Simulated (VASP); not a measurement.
# BeZn3Se4 in VASP: further runs, part 2 of 2

VASP 6.6.1. The steps go on from the part before.

### 4 Single point, PBE (20.03 Å³/atom)

This run uses another cell than the first one, of 20.03 Å³/atom.

File INCAR:

```
SYSTEM = BeZn3Se4
PREC = Accurate
ENCUT = 520
EDIFF = 1E-7
ISMEAR = 0
SIGMA = 0.02
LREAL = .FALSE.
LASPH = .TRUE.
NELM = 60
ALGO = Normal
ISIF = 2
LWAVE = .FALSE.
LCHARG = .FALSE.
GGA = PE
NBANDS = 41
```

File KPOINTS:

```
Automatic mesh
0
G
  12 12 2
  0 0 0
```

File POSCAR:

```
BeZn3Se4
1.0
    3.8161646739      0.0000000000      0.0000000000
   -1.9080823370      3.3048955527      0.0000000000
    0.0000000000      0.0000000000     12.7032061898
Be Zn Se
1 3 4
Direct
    0.3333333333      0.6666666667     -0.0002895884
    0.3333333333      0.6666666667      0.5019555818
    0.6666666667      0.3333333333      0.2432013902
    0.6666666667      0.3333333333      0.7614555296
    0.3333333333      0.6666666667      0.1718258231
    0.3333333333      0.6666666667      0.6901284901
    0.6666666667      0.3333333333      0.4312196017
    0.6666666667      0.3333333333      0.9505011719
```

Potentials or basis: VASP PAW PBE potentials, release 64 (Be, Zn, Se).

Run with:

```console
$ cat potpaw_PBE.64/Be/POTCAR potpaw_PBE.64/Zn/POTCAR potpaw_PBE.64/Se/POTCAR > POTCAR
$ mpirun -np 1 vasp_std > vasp.out
```

OUTCAR:

```text
SYSTEM = BeZn3Se4
   PREC = Accurate
   ENCUT = 520
   EDIFF = 1E-7
   ISMEAR = 0
   LREAL = .FALSE.
   LASPH = .TRUE.
   NELM = 60
   ISIF = 2
   GGA = PE

 ion  position               nearest neighbor table
   1  0.333  0.667  1.000-   5 2.19   8 2.29   8 2.29   8 2.29
   2  0.333  0.667  0.502-   7 2.38   7 2.38   7 2.38   6 2.39
   3  0.667  0.333  0.243-   5 2.38   5 2.38   5 2.38   7 2.39
   4  0.667  0.333  0.761-   6 2.38   6 2.38   6 2.38   8 2.40
   5  0.333  0.667  0.172-   1 2.19   3 2.38   3 2.38   3 2.38
   6  0.333  0.667  0.690-   4 2.38   4 2.38   4 2.38   2 2.39
   7  0.667  0.333  0.431-   2 2.38   2 2.38   2 2.38   3 2.39
   8  0.667  0.333  0.951-   1 2.29   1 2.29   1 2.29   4 2.40

  LATTYP: Found a hexagonal cell.
 ALAT       =     3.8161646739
 C/A-ratio  =     3.3287887907

  Lattice vectors:

 A1 = (   3.8161646739,   0.0000000000,   0.0000000000)
 A2 = (  -1.9080823370,   3.3048955527,   0.0000000000)
 A3 = (   0.0000000000,   0.0000000000,  12.7032061898)

Analysis of symmetry for initial positions (statically):
[... 193 lines left out ...]
  band No.  band energies     occupation
      1     -11.2669      2.00000
      2     -10.8607      2.00000
      3     -10.7373      2.00000
      4     -10.1947      2.00000
      5      -4.2656      2.00000
      6      -4.2242      2.00000
[... 1045 lines left out ...]
     40       9.2891      0.00000
     41       9.6453      0.00000

 [... further k-points ...]

------------------------ aborting loop because EDIFF is reached ----------------------------------------

  FORCE on cell =-STRESS in cart. coord.  units (eV):
  Direction    XX          YY          ZZ          XY          YZ          ZX
  --------------------------------------------------------------------------------------
  -------------------------------------------------------------------------------------
  Total        7.2144774      7.2144774      7.1474043     -0.0000000      0.0000000      0.0000000
  in kB       72.1468324     72.1468324     71.4760822     -0.0000000      0.0000000      0.0000000
  external PRESSURE =      71.9232490 kB  Pullay stress =       0.0000000 kB

 VOLUME and BASIS-vectors are now :
 -----------------------------------------------------------------------------
  energy-cutoff  :      520.00
  volume of cell :      160.21
      direct lattice vectors                 reciprocal lattice vectors
     3.816164674  0.000000000  0.000000000     0.262043199  0.151290712  0.000000000
    -1.908082337  3.304895553  0.000000000     0.000000000  0.302581423  0.000000000
     0.000000000  0.000000000 12.703206190     0.000000000  0.000000000  0.078720284

 POSITION                                       TOTAL-FORCE (eV/Angst)
 -----------------------------------------------------------------------------------
     -0.00000      2.20326     12.69953         0.000000     -0.000000     -0.005332
     -0.00000      2.20326      6.37645         0.000000     -0.000000      0.010274
      1.90808      1.10163      3.08944        -0.000000      0.000000      0.012091
      1.90808      1.10163      9.67293         0.000000     -0.000000      0.009629
     -0.00000      2.20326      2.18274         0.000000     -0.000000     -0.016065
     -0.00000      2.20326      8.76684         0.000000     -0.000000     -0.010011
      1.90808      1.10163      5.47787         0.000000     -0.000000     -0.011560
      1.90808      1.10163     12.07441         0.000000     -0.000000      0.010973
 -----------------------------------------------------------------------------------
    total drift:                                0.000004     -0.000003     -0.000650

  FREE ENERGIE OF THE ION-ELECTRON SYSTEM (eV)
  ---------------------------------------------------
  free  energy   TOTEN  =       -26.2972248782 eV

  energy  without entropy=      -26.2972248782  energy(sigma->0) =      -26.29722488
```

OSZICAR:

```text
N       E                     dE             d eps       ncg     rms          rms(c)
DAV:   1     0.474113554984E+03    0.47411E+03   -0.27658E+04  3116   0.168E+03
DAV:   2     0.306249379986E+02   -0.44349E+03   -0.42032E+03  3156   0.387E+02
DAV:   3    -0.252875805983E+02   -0.55913E+02   -0.54884E+02  3631   0.134E+02
DAV:   4    -0.273642364480E+02   -0.20767E+01   -0.20675E+01  3733   0.253E+01
DAV:   5    -0.273886345021E+02   -0.24398E-01   -0.24385E-01  3671   0.267E+00    0.102E+01
DAV:   6    -0.263384611301E+02    0.10502E+01   -0.23270E+00  4323   0.376E+01    0.763E+00
DAV:   7    -0.263040136322E+02    0.34447E-01   -0.21276E+00  3735   0.711E+00    0.235E+00
DAV:   8    -0.263000765854E+02    0.39370E-02   -0.12067E-01  3668   0.492E+00    0.769E-01
DAV:   9    -0.262967444154E+02    0.33322E-02   -0.32464E-02  4086   0.386E+00    0.229E-01
DAV:  10    -0.262968432453E+02   -0.98830E-04   -0.63075E-03  3926   0.146E+00    0.125E-01
DAV:  11    -0.262970403514E+02   -0.19711E-03   -0.13707E-03  4087   0.519E-01    0.599E-02
DAV:  12    -0.262972008108E+02   -0.16046E-03   -0.65860E-04  3413   0.301E-01    0.255E-02
DAV:  13    -0.262972138673E+02   -0.13056E-04   -0.60834E-05  3872   0.141E-01    0.156E-02
DAV:  14    -0.262972213542E+02   -0.74869E-05   -0.14908E-05  3348   0.481E-02    0.690E-03
DAV:  15    -0.262972246145E+02   -0.32603E-05   -0.82670E-06  3478   0.392E-02    0.240E-03
DAV:  16    -0.262972247471E+02   -0.13267E-06   -0.93877E-07  3981   0.928E-03    0.149E-03
DAV:  17    -0.262972248839E+02   -0.13678E-06   -0.49757E-07  3141   0.988E-03    0.760E-04
DAV:  18    -0.262972248782E+02    0.57053E-08   -0.13535E-07  2304   0.342E-03
   1 F= -.26297225E+02 E0= -.26297225E+02  d E =-.348307E-11
```

stdout:

```text
POSCAR found type information on POSCAR BeZnSe
 POSCAR found :  3 types and       8 ions
 scaLAPACK will be used
 LDA part: xc-table for (Slater+PW92), standard interpolation
 POSCAR, INCAR and KPOINTS ok, starting setup
 FFT: planning ... GRIDC
 FFT: planning ... GRID_SOFT
 FFT: planning ... GRID
 WAVECAR not read
 entering main loop
```

It took 8 min on 1 thread of Intel Xeon 8259CL, shared host; peak memory 0.38 GiB.

Results:

| Property | Result |
| --- | --- |
| Free energy | -26.2972 eV |
| Pressure | 7.2 GPa |
| Largest force | 0.016 eV/Å |
| Band gap on the k mesh | 1.95 eV |

Forces on the atoms (eV/Å):
```
Be   0.000  0.000 -0.005
Zn   0.000  0.000  0.010
Zn   0.000  0.000  0.012
Zn   0.000  0.000  0.010
Se   0.000  0.000 -0.016
Se   0.000  0.000 -0.010
Se   0.000  0.000 -0.012
Se   0.000  0.000  0.011
```

Caveat: the cell stands under pressure.

### 5 Single point, PBE (20.69 Å³/atom)

This run uses another cell than the first one, of 20.69 Å³/atom.

File INCAR:

```
ALGO = Normal ; EDIFF = 1E-6
ENCUT = 520 ; GGA = PE
ISIF = 2 ; ISMEAR = 0
LASPH = T ; LCHARG = F
LREAL = F ; LWAVE = F
NBANDS = 41 ; NELM = 80
PREC = Accurate ; SIGMA = 0.02
```

File KPOINTS:

```
k-points
0
Gamma
  12 12 2
```

File POSCAR:

```
BeZn3Se4
1.0
    3.8617401620      0.0000000000      0.0000000000
   -1.9308700810      3.3443650831      0.0000000000
    0.0000000000      0.0000000000     12.8140945717
Be Zn Se
1 3 4
Direct
    0.3333333333      0.6666666667      0.0002093909
    0.3333333333      0.6666666667      0.5015420224
    0.6666666667      0.3333333333      0.2429660566
    0.6666666667      0.3333333333      0.7608097584
    0.3333333333      0.6666666667      0.1724205853
    0.3333333333      0.6666666667      0.6902382799
    0.6666666667      0.3333333333      0.4315148709
    0.6666666667      0.3333333333      0.9502970356
```

Run with:

```console
$ cat potpaw_PBE.64/Be/POTCAR potpaw_PBE.64/Zn/POTCAR potpaw_PBE.64/Se/POTCAR > POTCAR
$ mpirun -np 1 vasp_std > vasp.out
```

Run time: 6 min. Hardware: 1 thread of Intel Xeon 8259CL, shared host; peak memory 0.42 GiB.

It converged, with:

```yaml
Free_energy: -26.4883 eV
Pressure: 4.5 GPa
Largest_force: 0.014 eV/Å
Band_gap_on_the_k_mesh: 1.83 eV
```

Forces on the atoms (eV/Å):
```
Be   0.000  0.000 -0.005
Zn   0.000  0.000  0.007
Zn   0.000  0.000  0.011
Zn   0.000  0.000  0.008
Se   0.000  0.000 -0.014
Se   0.000  0.000 -0.008
Se   0.000  0.000 -0.010
Se   0.000  0.000  0.010
```

Levels at points of the mesh, in eV from the valence-band top:
| k point | band 29 | band 30 | band 31 | band 32 | band 33 | band 34 |
| --- | --- | --- | --- | --- | --- | --- |
| (0.00, 0.00, 0.00) | -0.35 | 0.00 | 0.00 | 1.83 | 2.74 | 3.18 |
| (0.50, 0.00, 0.00) | -1.86 | -1.67 | -0.99 | 2.59 | 2.96 | 3.09 |
| (0.00, 0.00, 0.50) | -0.25 | -0.09 | -0.09 | 2.62 | 2.84 | 3.03 |
| (0.50, 0.00, 0.50) | -1.65 | -1.33 | -1.17 | 2.52 | 2.89 | 3.18 |

Caveat: the cell stands under pressure.

### 6 Summary

| cell | k mesh | smearing | gap on the mesh (eV) | pressure (GPa) | largest force (eV/Å) |
| --- | --- | --- | --- | --- | --- |
| a = 3.950, b = 3.948, c = 13.024 Å, angles 90.0, 90.0, 120.0°, 8 atoms, atomic positions A | 6 × 6 × 1 | gaussian 0.1 eV | 1.60 | 0.2 | 0.02 |
| a = 3.770, b = 3.770, c = 12.589 Å, angles 90.0, 90.0, 120.0°, 8 atoms, atomic positions B | 12 × 12 × 2 | gaussian 0.02 eV | 2.07 | 10.4 | 0.02 |
| a = 3.816, b = 3.816, c = 12.703 Å, angles 90.0, 90.0, 120.0°, 8 atoms, atomic positions C | 12 × 12 × 2 | gaussian 0.02 eV | 1.95 | 7.2 | 0.02 |
| a = 3.862, b = 3.862, c = 12.814 Å, angles 90.0, 90.0, 120.0°, 8 atoms, atomic positions D | 12 × 12 × 2 | gaussian 0.02 eV | 1.83 | 4.5 | 0.01 |

Alike in all rows: task single point; level PBE; potentials or basis VASP PAW PBE potentials, release 64 (Be, Zn, Se); no spin polarisation; cutoff (eV) 520.

Caveats: some runs use coarse meshes; the cell stands under pressure (at least some runs).

Absolute energies hang on the potentials; compare differences alone.
